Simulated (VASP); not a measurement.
A run of VASP 6.6.1 is set up as follows.

INCAR

```
ALGO = Normal
EDIFF = 1E-6
ENCUT = 520
GGA = PE
ISIF = 2
ISMEAR = 0
LASPH = T
LCHARG = T
LELF = T
LREAL = F
LVHAR = T
LWAVE = F
NBANDS = 26
NELM = 100
PREC = Accurate
SIGMA = 0.1
```

KPOINTS

```
k-points
0
Gamma
  8 8 8
```

File POSCAR:

```
Cs3Pt
1.0
    5.9856485080      0.0000000000      0.0000000000
    0.0000000000      5.9856485080      0.0000000000
    0.0000000000      0.0000000000      5.9856485080
Cs Pt
3 1
Direct
    0.0000000000      0.0000000000      0.5000000000
    0.0000000000      0.5000000000      0.0000000000
    0.5000000000      0.0000000000      0.0000000000
    0.5000000000      0.5000000000      0.5000000000
```

Potentials or basis: VASP PAW PBE potentials, release 64 (Cs_sv, Pt).

Run with:

```sh
$ cat potpaw_PBE.64/Cs_sv/POTCAR potpaw_PBE.64/Pt/POTCAR > POTCAR
$ mpirun -np 1 vasp_std > vasp.out
```

Q: Estimate the band gap on the k mesh.

A: Zero (an odd number of electrons rules out a gap without spin polarisation).

Q: Predict the pressure.

A: -0.9 GPa.

Caveat: the cell differs from its parent crystal (strained); spin-orbit coupling is left out, which moves the levels of the heavy elements.
